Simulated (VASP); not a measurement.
Write the native input for VASP 6.6.1 that does the following.

```
Task                    : single point
Functional              : LDA
Potentials or basis     : VASP PAW LDA potentials, release 64 (Sb, Pt)
Cutoff                  : 520 eV
k mesh                  : 11 × 11 × 8
Occupations             : fermi-dirac, width 0.08 eV
Spin                    : no spin polarisation
Dipole correction       : no
k mesh for the DOS      : 17 × 17 × 12
Occupations for the DOS : tetrahedron
Further INCAR settings  : ALGO = Normal; EDIFF = 1e-07
```

The system is SbPt.

```xyz
4
Lattice="4.1300 0.0000 0.0000 -2.0650 3.5767 0.0000 0.0000 0.0000 5.4720" Properties=species:S:1:pos:R:3 pbc="T T T"
Sb    0.0000    2.3845    1.3680
Sb    2.0650    1.1922    4.1040
Pt    0.0000    0.0000    0.0000
Pt    0.0000    0.0000    2.7360
```

These files were run (other wordings do the same):

POSCAR

```
SbPt
1.0
    4.1299978706      0.0000000000      0.0000000000
   -2.0649989353      3.5766830735      0.0000000000
    0.0000000000      0.0000000000      5.4720000000
Sb Pt
2 2
Direct
    0.3333333333      0.6666666667      0.2500000000
    0.6666666667      0.3333333333      0.7500000000
    0.0000000000      0.0000000000      0.0000000000
    0.0000000000      0.0000000000      0.5000000000
```

INCAR.step1

```
ALGO = Normal ; EDIFF = 1E-7
ENCUT = 520 ; ISIF = 2
ISMEAR = -1 ; LASPH = True
LCHARG = True ; LMAXMIX = 4
LREAL = False ; LWAVE = False
NBANDS = 23 ; NELM = 60
PREC = Accurate ; SIGMA = 0.08
```

KPOINTS.step1

```
k-points
0
Gamma
  11 11 8
```

INCAR.step2

```
ALGO = Normal ; EDIFF = 1E-7
ENCUT = 520 ; ICHARG = 11
ISIF = 2 ; ISMEAR = -5
LASPH = True ; LCHARG = False
LMAXMIX = 4 ; LORBIT = 11
LREAL = False ; LWAVE = False
NEDOS = 1001 ; NELM = 60
PREC = Accurate ; SIGMA = 0.08
```

KPOINTS.step2

```
k-points
0
Gamma
  17 17 12
```

Potentials or basis: VASP PAW LDA potentials, release 64 (Sb, Pt).

Run with:

```bash
$ cat potpaw_LDA.64/Sb/POTCAR potpaw_LDA.64/Pt/POTCAR > POTCAR
$ cp INCAR.step1 INCAR
$ cp KPOINTS.step1 KPOINTS
$ mpirun -np 1 vasp_std > vasp.out
$ cp INCAR.step2 INCAR
$ cp KPOINTS.step2 KPOINTS
$ mpirun -np 1 vasp_std > vasp.out
```

It gave:

```yaml
Valence_electrons_inside_the_program's_atomic_spheres: Sb 2.41; Pt 9.48
```

It took 5.9 min on 1 thread of Intel Xeon 8259CL, on a shared host, peak memory 0.43 GiB.
